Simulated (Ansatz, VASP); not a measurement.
Mg3Te2O: VASP beside Ansatz

INCAR

```
ALGO     = Normal         # electronic algorithm
EDIFF    = 1E-6           # SCF threshold, eV
EDIFFG   = -0.04          # ionic threshold
ENCUT    = 600            # plane-wave cutoff, eV
GGA      = PE             # functional
IBRION   = 2              # ionic algorithm
ISIF     = 3              # what is computed and relaxed
ISMEAR   = 0              # smearing method
LASPH    = T              # aspherical terms in the spheres
LCHARG   = F              # write CHGCAR
LREAL    = F              # projectors in reciprocal space
LWAVE    = F              # write WAVECAR
NELM     = 60             # most SCF steps
NSW      = 90             # ionic steps
PREC     = Accurate       # precision mode
SIGMA    = 0.1            # smearing width, eV
```

The input KPOINTS:

```
k-points
0
Gamma
  6 6 4
```

Contents of POSCAR:

```
Mg3Te2O
1.0
    5.5809272134      0.0000000000      0.0000000000
   -2.7904636067      4.8332247435      0.0000000000
    0.0000000000      0.0000000000      5.3075738428
Mg Te O
3 2 1
Direct
    0.5000000000      0.0000000000      0.0000000000
    0.0000000000      0.5000000000      0.0000000000
    0.5000000000      0.5000000000      0.0000000000
    0.3333333333      0.6666666667      0.5000000000
    0.6666666667      0.3333333333      0.5000000000
    0.0000000000      0.0000000000      0.0000000000
```

Input for Ansatz:

```yaml
crystal:
  lattice:
    - [5.5809272134, 0.0, 0.0]
    - [-2.7904636067, 4.8332247435, 0.0]
    - [0.0, 0.0, 5.3075738428]
  atoms:
    - { symbol: Mg, position: [0.5, 0.0, 0.0] }
    - { symbol: Mg, position: [0.0, 0.5, 0.0] }
    - { symbol: Mg, position: [0.5, 0.5, 0.0] }
    - { symbol: Te, position: [0.3333333333, 0.6666666667, 0.5] }
    - { symbol: Te, position: [0.6666666667, 0.3333333333, 0.5] }
    - { symbol: O, position: [0.0, 0.0, 0.0] }
basis:
  ecutwfc: 420
kpoints:
  mp_grid: { grid: [6, 6, 4] }
hamiltonian:
  xc: pbe
scf:
  occupations: { method: gaussian, width: 0.1 }
  lower_state_search: "off"
output:
  forces: true
  stress: true
  eigenvalues: true
relax:
  adjacent_minimum: "off"
  f_tol: 0.04
  max_steps: 70
  cell: { stress_tol: 0.4 }
```

Alike in both runs: task relaxation of cell and atoms; functional PBE; k mesh 6 × 6 × 4; occupations gaussian, width 0.1 eV; no spin polarisation.

|  | VASP | Ansatz |
| --- | --- | --- |
| version | VASP 6.6.1 | Ansatz 0.2.0 |
| potentials or method | VASP PAW PBE potentials, release 64 (Mg, Te, O), cutoff 600 eV | scalar-relativistic, plane waves, PAW |
| valence electrons in the cell | 24 | 68 |

Ansatz gave:

| Item | Value |
| --- | --- |
| gap on the k mesh at the Fermi level, each at its own relaxed structure (eV) | none |
| relaxed volume (Å³/atom) | 24.18 |
| relaxed cell length with the largest relative difference (Å) | 5.347 |

Problem. Which values does VASP return?

Solution. gap on the k mesh at the Fermi level, each at its own relaxed structure (eV): none; relaxed volume (Å³/atom): 24.07; relaxed cell length with the largest relative difference (Å): 5.335.

A gap of «none» marks a metal or a gap that the smearing closes. VASP's potentials hold 24 valence electrons a cell and Ansatz's 68, so a difference there can come from the potentials and not from the codes.

Spin-orbit coupling is off throughout.
